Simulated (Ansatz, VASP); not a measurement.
Two plane-wave programs on Ga

Contents of INCAR:

```
SYSTEM = Ga
ALGO = Normal
EDIFF = 1E-6
ENCUT = 520
GGA = PE
ISIF = 2
ISMEAR = -1
LASPH = .True.
LCHARG = .False.
LREAL = .False.
LWAVE = .False.
NBANDS = 12
NELM = 60
PREC = Accurate
SIGMA = 0.1
```

The input KPOINTS:

```
k-points
0
Gamma
  21 21 21
  0 0 0
```

Contents of POSCAR:

```
Ga
1.0
    0.0000000000      2.1985763858      2.1985763858
    2.1985763858      0.0000000000      2.1985763858
    2.1985763858      2.1985763858      0.0000000000
Ga
1
Direct
    0.0000000000      0.0000000000      0.0000000000
```

Input for Ansatz:

```yaml
crystal:
  lattice:
    - [0.0, 2.1985763858, 2.1985763858]
    - [2.1985763858, 0.0, 2.1985763858]
    - [2.1985763858, 2.1985763858, 0.0]
  atoms:
    - { symbol: Ga, position: [0.0, 0.0, 0.0] }
hamiltonian:
  xc: pbe
  pseudopotentials:
    kind: paw
    azcp:
      Ga: "pseudopotentials/Ga.paw.azcp"
basis:
  ecutwfc: 420
  fft_grid_basis: typed
kpoints:
  mp_grid: { grid: [21, 21, 21], shift: [0, 0, 0] }
magnetization:
  spin_polarized: false
scf:
  occupations: { method: fermi_dirac, width: 0.1 }
output:
  stress: true
```

Alike in both runs: task single point; functional PBE; k mesh 21 × 21 × 21; occupations fermi-dirac, width 0.1 eV; no spin polarisation.

|  | VASP | Ansatz |
| --- | --- | --- |
| version | VASP 6.6.1 | Ansatz 0.2.0 |
| potentials or method | VASP PAW PBE potentials, release 64 (Ga_d), cutoff 520 eV | plane waves (420 eV) with PAW, scalar-relativistic |
| valence electrons in the cell | 13 | 13 |

|  | VASP | Ansatz | Ansatz less VASP |
| --- | --- | --- | --- |
| pressure (GPa) | -4.2 | -4.2 | -0.02 |

The functional is the same, so the differences come from potentials, cutoffs and numerics.
